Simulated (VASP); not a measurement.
**CdSe: single point with PBEsol**

Crystal: CdSe.

```
Cd Se
1.0
    -0.33454    3.04131    3.04131
     3.04131   -0.33454    3.04131
     2.70677    2.70677    0.00000
Cd Se
1 1
Direct
  0.00000 0.00000 0.00000
  0.75000 0.75000 0.75000
```

This cell differs from its parent crystal: engineering shear strain xz -0.2200, normal strain along z +0.0000.

| Item | Value |
| --- | --- |
| Program | VASP 6.6.1 |
| Task | single point |
| Functional | PBEsol |
| Potentials or basis | VASP PAW PBE potentials, release 64 (Cd, Se) |
| Cutoff | 520 eV |
| k mesh | 10 × 10 × 10 |
| Occupations | gaussian, width 0.05 eV |
| Spin | no spin polarisation |

```
Pressure               : 4.5 GPa
Largest force          : 1.693 eV/Å
Band gap on the k mesh : 0.06 eV, direct
```

Forces in eV/Å, atoms in the order of the input:
```
Cd   0.000  0.000  1.693
Se   0.000  0.000 -1.693
```

Stress tensor (GPa, compression positive):
```
 4.57 11.01  0.00
11.01  4.57  0.00
 0.00  0.00  4.29
```

Levels at points of the mesh, in eV from the valence-band top:
```tsv
k point	band 5	band 6	band 7	band 8	band 9	band 10	band 11	band 12	band 13	band 14
(0.00, 0.00, 0.00)	-8.15	-8.12	-0.99	-0.76	0.00	0.06	4.14	5.79	7.00	9.30
(0.50, 0.00, 0.00)	-8.10	-7.91	-4.95	-1.10	-0.60	2.12	5.60	6.47	7.26	9.52
(0.50, 0.50, 0.00)	-8.07	-7.77	-4.68	-3.12	-1.35	1.72	4.33	8.48	9.26	10.38
(0.00, 0.00, 0.50)	-8.12	-7.74	-5.05	-1.65	-1.50	1.45	5.01	6.00	7.10	9.36
(0.50, 0.00, 0.50)	-8.09	-7.74	-4.73	-2.39	-2.26	2.53	3.15	7.39	9.02	10.86
```

Run time: 4.1 min on 1 thread of AMD EPYC 7R13, with other jobs on the host, peak memory 0.27 GiB.

Caveat: the cell differs from its parent crystal (engineering shear strain xz -0.2200, normal strain along z +0.0000); the PAW data sets were made with another functional, which shifts forces and pressure a little.
